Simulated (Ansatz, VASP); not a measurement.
# One calculation of Ti5Si, two programs

```
CELL_PARAMETERS angstrom
2.52284 1.45656 4.44090
-2.52284 1.45656 4.44090
0.00000 -2.91312 4.44090
ATOMIC_POSITIONS crystal
Ti 0.15144 0.15144 0.15144
Ti 0.60535 0.39465 0.00000
Ti 0.00000 0.60535 0.39465
Ti 0.84856 0.84856 0.84856
Ti 0.39465 0.00000 0.60535
Si 0.50000 0.50000 0.50000
```

Alike in both runs: task single point; functional PBEsol; k mesh 12 × 12 × 12; no spin polarisation.

|  | VASP | Ansatz |
| --- | --- | --- |
| version | VASP 6.6.1 | Ansatz 0.2.0 |
| potentials or method | VASP PAW PBE potentials, release 64 (Ti_sv, Si), cutoff 520 eV | scalar-relativistic, plane waves, PAW |
| occupations | methfessel-paxton of order 1, width 0.01 eV | cold, width 0.01 eV |
| valence electrons in the cell | 64 | 64 |

```csv
,VASP,Ansatz,Ansatz less VASP
gap on the k mesh at the Fermi level (eV),none,none,-
pressure (GPa),-4.5,-4.4,+0.11
"traceless stress, the component that is largest in VASP (GPa)",-0.05,-0.07,-0.016
rms of the force components (eV/Å),0.033,0.034,+0.0007
```

VASP's potentials were made for PBE, not for PBEsol. Atom by atom the forces differ by 0.001 eV/Å (rms over components). A gap of «none» marks a metal or a gap that the smearing closes.
